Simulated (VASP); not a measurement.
# Ti3Si (P6_3/mmc) in VASP: notebook

Ti3Si is run at these levels: r2SCAN; tasks: single point.

All numbers are computed with VASP 6.6.1; they aren't measurements. Logs are shortened: lines on timing, memory, paths and dates and some standing lists are left out, and cuts for length are marked.

### 1 The cell of the first run

It takes space group P6_3/mmc (No. 194, hexagonal). The conventional cell has a = 5.414 Å, b = 5.414 Å, c = 4.348 Å, α = 90.00°, β = 90.00°, γ = 120.00°. Within 3.5 Å of Ti (site symmetry mm2) lie 8 Ti at 2.63 to 2.79 Å and 4 Si at 2.65 to 2.71 Å. Within 3.5 Å of Si (site symmetry -6m2) lie 12 Ti at 2.65 to 2.71 Å.

### 2 Single point, r2SCAN

The input, POSCAR:

```
Ti3Si
1.0
    5.4141096783      0.0000000000      0.0000000000
   -2.7070548391      4.6887565203      0.0000000000
    0.0000000000      0.0000000000      4.3477764401
Ti Si
6 2
Direct
    0.3432813130      0.1716406565      0.7500000000
    0.8283593435      0.1716406565      0.7500000000
    0.8283593435      0.6567186870      0.7500000000
    0.6567186870      0.8283593435      0.2500000000
    0.1716406565      0.8283593435      0.2500000000
    0.1716406565      0.3432813130      0.2500000000
    0.3333333333      0.6666666667      0.7500000000
    0.6666666667      0.3333333333      0.2500000000
```

The input, INCAR.step1:

```
SYSTEM = Ti3Si
PREC     = Accurate       ! precision mode
ENCUT    = 520            ! plane-wave cutoff, eV
ISMEAR   = 0              ! smearing method
SIGMA    = 0.1            ! smearing width, eV
LREAL    = .False.        ! projectors in reciprocal space
LASPH    = .True.         ! aspherical terms in the spheres
NELM     = 80             ! most SCF steps
NBANDS   = 50             ! bands
GGA      = PE             ! functional
ALGO     = Normal         ! electronic algorithm
EDIFF    = 1E-4           ! SCF threshold, eV
LWAVE    = .True.         ! write WAVECAR
LCHARG   = .False.        ! write CHGCAR
```

The input, INCAR.step2:

```
SYSTEM = Ti3Si
PREC     = Accurate       ! precision mode
ENCUT    = 520            ! plane-wave cutoff, eV
EDIFF    = 1E-6           ! SCF threshold, eV
ISMEAR   = 0              ! smearing method
SIGMA    = 0.1            ! smearing width, eV
LREAL    = .False.        ! projectors in reciprocal space
LASPH    = .True.         ! aspherical terms in the spheres
NELM     = 80             ! most SCF steps
ALGO     = Normal         ! electronic algorithm
ISIF     = 2              ! what is computed and relaxed
LWAVE    = .False.        ! write WAVECAR
LCHARG   = .False.        ! write CHGCAR
METAGGA  = R2SCAN         ! meta-GGA
LMIXTAU  = .True.       
NBANDS   = 50             ! bands
ISTART   = 1
```

The input, KPOINTS:

```
regular mesh
0
Gamma
  6 6 8
  0 0 0
```

Potentials or basis: VASP PAW PBE potentials, release 64 (Ti_sv, Si).

Command:

```bash
$ cat potpaw_PBE.64/Ti_sv/POTCAR potpaw_PBE.64/Si/POTCAR > POTCAR
$ cp INCAR.step1 INCAR
$ mpirun -np 1 vasp_std > vasp.out
$ cp INCAR.step2 INCAR
$ mpirun -np 1 vasp_std > vasp.out
```

OUTCAR:

```text
SYSTEM = Ti3Si
   PREC = Accurate
   ENCUT = 520
   EDIFF = 1E-6
   ISMEAR = 0
   LREAL = .False.
   LASPH = .True.
   NELM = 80
   ISIF = 2
   METAGGA = R2SCAN
   ISTART = 1

 ion  position               nearest neighbor table
   1  0.343  0.172  0.750-   2 2.63   3 2.63   8 2.65   8 2.65   6 2.70   6 2.70   5 2.70   5 2.70
                             7 2.71   7 2.71   2 2.79   3 2.79
   2  0.828  0.172  0.750-   3 2.63   1 2.63   8 2.65   8 2.65   4 2.70   4 2.70   6 2.70   6 2.70
                             7 2.71   7 2.71   3 2.79   1 2.79
   3  0.828  0.657  0.750-   2 2.63   1 2.63   8 2.65   8 2.65   4 2.70   4 2.70   5 2.70   5 2.70
                             7 2.71   7 2.71   2 2.79   1 2.79
   4  0.657  0.828  0.250-   5 2.63   6 2.63   7 2.65   7 2.65   3 2.70   3 2.70   2 2.70   2 2.70
                             8 2.71   8 2.71   5 2.79   6 2.79
   5  0.172  0.828  0.250-   6 2.63   4 2.63   7 2.65   7 2.65   1 2.70   1 2.70   3 2.70   3 2.70
                             8 2.71   8 2.71   6 2.79   4 2.79
   6  0.172  0.343  0.250-   5 2.63   4 2.63   7 2.65   7 2.65   1 2.70   1 2.70   2 2.70   2 2.70
                             8 2.71   8 2.71   5 2.79   4 2.79
   7  0.333  0.667  0.750-   5 2.65   5 2.65   6 2.65   6 2.65   4 2.65   4 2.65   1 2.71   3 2.71
                             2 2.71   2 2.71   1 2.71   3 2.71
   8  0.667  0.333  0.250-   2 2.65   2 2.65   3 2.65   3 2.65   1 2.65   1 2.65   4 2.71   6 2.71
                             5 2.71   5 2.71   4 2.71   6 2.71

  LATTYP: Found a hexagonal cell.
 ALAT       =     5.4141096783
 C/A-ratio  =     0.8030455049

  Lattice vectors:

 A1 = (   5.4141096783,   0.0000000000,   0.0000000000)
 A2 = (  -2.7070548391,   4.6887565203,   0.0000000000)
 A3 = (   0.0000000000,   0.0000000000,   4.3477764401)

Analysis of symmetry for initial positions (statically):
=====================================================================
 Subroutine PRICEL returns:
 Original cell was already a primitive cell.

 Routine SETGRP: Setting up the symmetry group for a
 hexagonal supercell.

 Subroutine GETGRP returns: Found 24 space group operations
 (whereof 12 operations were pure point group operations)
 out of a pool of 24 trial point group operations.

The static configuration has the point symmetry D_3d.
 The point group associated with its full space group is D_6h.

Analysis of symmetry for dynamics (positions and initial velocities):
=====================================================================
 Subroutine PRICEL returns:
 Original cell was already a primitive cell.

 Routine SETGRP: Setting up the symmetry group for a
 hexagonal supercell.

 Subroutine GETGRP returns: Found 24 space group operations
 (whereof 12 operations were pure point group operations)
 out of a pool of 24 trial point group operations.

The dynamic configuration has the point symmetry D_3d.
 The point group associated with its full space group is D_6h.

 Subroutine INISYM returns: Found 24 space group operations
 (whereof 12 operations are pure point group operations),
 and found     1 'primitive' translations

----------------------------------------------------------------------------------------

                                     Primitive cell

  volume of cell :     110.3702

  direct lattice vectors                    reciprocal lattice vectors
     5.414109678  0.000000000  0.000000000     0.184702575  0.106638082  0.000000000
    -2.707054839  4.688756520  0.000000000     0.000000000  0.213276163  0.000000000
     0.000000000  0.000000000  4.347776440     0.000000000  0.000000000  0.230002626

  length of vectors
     5.414109678  5.414109678  4.347776440     0.213276163  0.213276163  0.230002626

  position of ions in fractional coordinates (direct lattice)
     0.343281313  0.171640657  0.750000000
     0.828359343  0.171640657  0.750000000
     0.828359343  0.656718687  0.750000000
     0.656718687  0.828359343  0.250000000
     0.171640657  0.828359343  0.250000000
     0.171640657  0.343281313  0.250000000
     0.333333333  0.666666667  0.750000000
     0.666666667  0.333333333  0.250000000

  ion indices of the primitive-cell ions
   primitive index   ion index
                 1           1
                 2           2
                 3           3
                 4           4
                 5           5
                 6           6
                 7           7
                 8           8

----------------------------------------------------------------------------------------

 KPOINTS: regular mesh

Automatic generation of k-mesh.
 Grid dimensions read from file:
 generate k-points for:    6    6    8

 Generating k-lattice:

  Cartesian coordinates                     Fractional coordinates (reciprocal lattice)
     0.030783763  0.017773014  0.000000000     0.166666667  0.000000000  0.000000000
     0.000000000  0.035546027  0.000000000     0.000000000  0.166666667  0.000000000
     0.000000000  0.000000000  0.028750328     0.000000000  0.000000000  0.125000000

  Length of vectors
     0.035546027  0.035546027  0.028750328

  Shift w.r.t. Gamma in fractional coordinates (k-lattice)
     0.000000000  0.000000000  0.000000000

 Subroutine IBZKPT returns following result:
 ===========================================

 Found     35 irreducible k-points:

 Following reciprocal coordinates:
            Coordinates               Weight
  0.000000  0.000000  0.000000      1.000000
  0.166667  0.000000  0.000000      6.000000
  0.333333  0.000000  0.000000      6.000000
  0.500000  0.000000  0.000000      3.000000
  0.166667  0.166667  0.000000      6.000000
  0.333333  0.166667  0.000000     12.000000
[... 16 lines left out ...]
  0.166667  0.000000  0.375000     12.000000
  0.333333  0.000000  0.375000     12.000000
 [... further k-points ...]
   k-points           NKPTS =     35   k-points in BZ     NKDIM =     35   number of bands    NBANDS=     50
   number of dos      NEDOS =    301   number of ions     NIONS =      8
   total plane-waves  NPLWV =  51200
   dimension x,y,z NGX =    40 NGY =   40 NGZ =   32
   dimension x,y,z NGXF=    80 NGYF=   80 NGZF=   64
   ions per type =               6   2
   NGX,Y,Z   is equivalent  to a cutoff of  12.28, 12.28, 12.24 a.u.
   NGXF,Y,Z  is equivalent  to a cutoff of  24.56, 24.56, 24.47 a.u.
 SYSTEM =  Ti3Si
   PREC   = accura    normal or accurate (medium, high low for compatibility)
   ISTART =      1    job   : 0-new  1-cont  2-samecut
   ICHARG =      0    charge: 1-file 2-atom 10-const
   ISPIN  =      1    spin polarized calculation?
   LNONCOLLINEAR =      F non collinear calculations
   LSORBIT =      F    spin-orbit coupling
   LASPH  =      T    aspherical Exc in radial PAW
   ENCUT  =  520.0 eV  38.22 Ry    6.18 a.u.  10.07 10.07  8.08*2*pi/ulx,y,z
   NELM   =     80;   NELMIN=  2; NELMDL=  0     # of ELM steps
   EDIFF  = 0.1E-05   stopping-criterion for ELM
   LREAL  =      F    real-space projection
   EDIFFG = 0.1E-04   stopping-criterion for IOM
   NSW    =      0    number of steps for IOM
   IBRION =     -1    ionic relax: 0-MD 1-quasi-New 2-CG
   NFREE  =      0    steps in history (QN), initial steepest desc. (CG)
   ISIF   =      2    stress and relaxation
   ISYM   =      2    0-nonsym 1-usesym 2-fastsym
   POTIM  = 0.5000    time-step for ionic-motion
   TEBEG  =    0.0;   TEEND  =   0.0 temperature during run
   PSTRESS=    0.0 pullay stress
   NELECT =      80.0000    total number of electrons
   NUPDOWN=      -1.0000    fix difference up-down
   EMIN   =  10.00;   EMAX   =-10.00  energy-range for DOS
   EFERMI =   0.00;   METHOD = LEGACY
   ISMEAR =     0;   SIGMA  =   0.10  broadening in eV -4-tet -1-fermi 0-gaus
   EFERMI_NEDOS =   21; number of points for ismear=-14 and -15
   IALGO  =     38    algorithm
   IMIX   =      4    mixing-type and parameters
     AMIX     =   0.40;   BMIX     =  1.00
     AMIX_MAG =   1.60;   BMIX_MAG =  1.00
  volume/ion in A,a.u.               =      13.80        93.10
  Fermi-wavevector in a.u.,A,eV,Ry     =   1.470576  2.778986 29.423880  2.162594
  Thomas-Fermi vector in A             =   2.585816
   LORBIT       =      0    0 simple, 1 ext, 2 COOP (PROOUT), +10 PAW based schemes
   METAGGA = R2SCAN    functional components
   LHFCALC =     F    Hartree Fock is set to
   AEXX    =    0.0000 exact exchange contribution
   IVDW    =     0    specifies the selected vdW correction
   LEPSILON=     F    determine dielectric tensor
   LRPA    =     F    only Hartree local field effects (RPA)
 non-spin polarized calculation
 Gauss-broadening in eV      SIGMA  =   0.10
  energy-cutoff  :      520.00
  volume of cell :      110.37
 maximum number of plane-waves:      2994
   NGX = 21   NGY = 21   NGZ = 17

 number of electron      80.0000032 magnetization

 Free energy of the ion-electron system (eV)
  ---------------------------------------------------
  ext. energy  EPLUGINS =         0.00000000
  ---------------------------------------------------
  free energy    TOTEN  =       -98.31976073 eV

  energy without entropy =      -98.28746126  energy(sigma->0) =      -98.30361100

 E-fermi :  10.9312     XC(G=0): -13.2490

 val. band max:       10.9195338590   @ k =   0.5000   0.0000   0.5000
 cond. band min:      10.9491550097   @ k =   0.1667   0.1667   0.3750
 fundamental gap:      0.0296211507
 Fermi energy:        10.9312302582

 k-point     1 :       0.0000    0.0000    0.0000
  band No.  band energies     occupation
      1     -47.9732      2.00000
      2     -47.7726      2.00000
      3     -47.7647      2.00000
      4     -47.7647      2.00000
      5     -47.6700      2.00000
      6     -47.6700      2.00000
[... 42 lines left out ...]
     49      13.4700      0.00000
     50      13.4700      0.00000

 k-point     2 :       0.1667    0.0000    0.0000
  band No.  band energies     occupation
      1     -47.9609      2.00000
      2     -47.7833      2.00000
      3     -47.7660      2.00000
      4     -47.7652      2.00000
      5     -47.6706      2.00000
      6     -47.6695      2.00000
[... 1158 lines left out ...]
 k-point    24 :       0.3333    0.0000    0.3750
  band No.  band energies     occupation
      1     -47.8747      2.00000
      2     -47.8217      2.00000
      3     -47.7651      2.00000
      4     -47.7361      2.00000
      5     -47.7214      2.00000
      6     -47.6987      2.00000
[... 42 lines left out ...]
     49      13.1030      0.00000
     50      13.1860      0.00000

 [... further k-points ...]

------------------------ aborting loop because EDIFF is reached ----------------------------------------

  FORCE on cell =-STRESS in cart. coord.  units (eV):
  Direction    XX          YY          ZZ          XY          YZ          ZX
  --------------------------------------------------------------------------------------
  -------------------------------------------------------------------------------------
  Total       14.2237201     14.2237201     14.2135133      0.0000000      0.0000000      0.0000000
  in kB      206.4770774    206.4770774    206.3289119      0.0000000      0.0000000      0.0000000
  external PRESSURE =     206.4276889 kB  Pullay stress =       0.0000000 kB

 VOLUME and BASIS-vectors are now :
 -----------------------------------------------------------------------------
  energy-cutoff  :      520.00
  volume of cell :      110.37
      direct lattice vectors                 reciprocal lattice vectors
     5.414109678  0.000000000  0.000000000     0.184702575  0.106638082  0.000000000
    -2.707054839  4.688756520  0.000000000     0.000000000  0.213276163  0.000000000
     0.000000000  0.000000000  4.347776440     0.000000000  0.000000000  0.230002626

 POSITION                                       TOTAL-FORCE (eV/Angst)
 -----------------------------------------------------------------------------------
      1.39392      0.80478      3.26083        -0.013064     -0.007543      0.000000
      4.02019      0.80478      3.26083         0.013064     -0.007543     -0.000000
      2.70705      3.07919      3.26083         0.000000      0.015085     -0.000000
      1.31313      3.88398      1.08694         0.013064      0.007543     -0.000000
     -1.31313      3.88398      1.08694        -0.013064      0.007543      0.000000
      0.00000      1.60956      1.08694        -0.000000     -0.015085      0.000000
     -0.00000      3.12584      3.26083         0.000000     -0.000000      0.000000
      2.70705      1.56292      1.08694        -0.000000     -0.000000      0.000000
 -----------------------------------------------------------------------------------
    total drift:                               -0.000001      0.000001     -0.000000

  FREE ENERGIE OF THE ION-ELECTRON SYSTEM (eV)
  ---------------------------------------------------
  free  energy   TOTEN  =       -98.3197607341 eV

  energy  without entropy=      -98.2874612642  energy(sigma->0) =      -98.30361100
```

Wall time 15 min (1 thread of Oxide Virtual Turin-like, shared host); peak memory 0.27 GiB.

Results:

| Property | Result |
| --- | --- |
| Free energy | -98.3198 eV |
| Pressure | 20.6 GPa |
| Largest force | 0.015 eV/Å |
| Band gap on the k mesh | zero (bands 40 and 41 overlap by 0.47 eV) |

Forces in eV/Å, atoms in the order of the input:
```
Ti  -0.013 -0.008  0.000
Ti   0.013 -0.008  0.000
Ti   0.000  0.015  0.000
Ti   0.013  0.008  0.000
Ti  -0.013  0.008  0.000
Ti   0.000 -0.015  0.000
Si   0.000  0.000  0.000
Si   0.000  0.000  0.000
```

Caveat: the cell stands under pressure; the PAW data sets were made with another functional, which shifts forces and pressure a little.

### 3 Single point, r2SCAN

This run uses another cell than the first one, of 14.52 Å³/atom.

The input, POSCAR:

```
Ti3Si
1.0
    5.5111438656      0.0000000000      0.0000000000
   -2.7555719328      4.7727905916      0.0000000000
    0.0000000000      0.0000000000      4.4157329729
Ti Si
6 2
Direct
    0.3434448197      0.1717224099      0.7500000000
    0.8282775901      0.1717224099      0.7500000000
    0.8282775901      0.6565551803      0.7500000000
    0.6565551803      0.8282775901      0.2500000000
    0.1717224099      0.8282775901      0.2500000000
    0.1717224099      0.3434448197      0.2500000000
    0.3333333333      0.6666666667      0.7500000000
    0.6666666667      0.3333333333      0.2500000000
```

The input, INCAR.step1:

```
SYSTEM = Ti3Si
ALGO = Normal
EDIFF = 1E-4
ENCUT = 520
GGA = PE
ISMEAR = 0
LASPH = .TRUE.
LCHARG = .FALSE.
LREAL = .FALSE.
LWAVE = .TRUE.
NBANDS = 50
NELM = 100
PREC = Accurate
SIGMA = 0.1
```

The input, INCAR.step2:

```
SYSTEM = Ti3Si
ALGO = Normal
EDIFF = 1E-6
ENCUT = 520
ISIF = 2
ISMEAR = 0
ISTART = 1
LASPH = .TRUE.
LCHARG = .FALSE.
LMIXTAU = .TRUE.
LREAL = .FALSE.
LWAVE = .FALSE.
METAGGA = R2SCAN
NBANDS = 50
NELM = 100
PREC = Accurate
SIGMA = 0.1
```

The input, KPOINTS:

```
k-points
0
G
  6 6 8
  0 0 0
```

Potentials or basis: VASP PAW PBE potentials, release 64 (Ti_sv, Si).

Command:

```bash
$ cat potpaw_PBE.64/Ti_sv/POTCAR potpaw_PBE.64/Si/POTCAR > POTCAR
$ cp INCAR.step1 INCAR
$ mpirun -np 1 vasp_std > vasp.out
$ cp INCAR.step2 INCAR
$ mpirun -np 1 vasp_std > vasp.out
```

It took 20 min on 1 thread of Oxide Virtual Turin-like, shared host; peak memory 0.3 GiB.

It converged, with:

```
Free energy            : -98.8800 eV
Pressure               : 10.6 GPa
Largest force          : 0.015 eV/Å
Band gap on the k mesh : zero (bands 40 and 41 overlap by 0.43 eV)
```

Forces on the atoms (eV/Å):
```
Ti  -0.013 -0.007  0.000
Ti   0.013 -0.007  0.000
Ti   0.000  0.015  0.000
Ti   0.013  0.007  0.000
Ti  -0.013  0.007  0.000
Ti   0.000 -0.015  0.000
Si   0.000  0.000  0.000
Si   0.000  0.000  0.000
```

Levels at points of the mesh, in eV from the Fermi level:
```csv
k point,band 36,band 37,band 38,band 39,band 40,band 41,band 42,band 43,band 44,band 45
"(0.00, 0.00, 0.00)",-2.01,-1.58,-1.58,-0.83,-0.31,0.55,0.55,0.64,0.68,0.68
"(0.50, 0.00, 0.00)",-1.30,-1.11,-0.81,-0.79,0.05,0.40,0.51,0.69,0.99,1.33
"(0.00, 0.00, 0.50)",-1.63,-1.30,-1.30,-0.65,-0.65,-0.04,-0.04,-0.04,-0.04,1.83
"(0.50, 0.00, 0.50)",-0.74,-0.58,-0.58,-0.35,-0.35,-0.03,-0.03,0.57,0.57,1.26
```

Caveat: the cell stands under pressure; the PAW data sets were made with another functional, which shifts forces and pressure a little.

The gap in the log of VASP goes by the Fermi energy; the results here count the filled bands.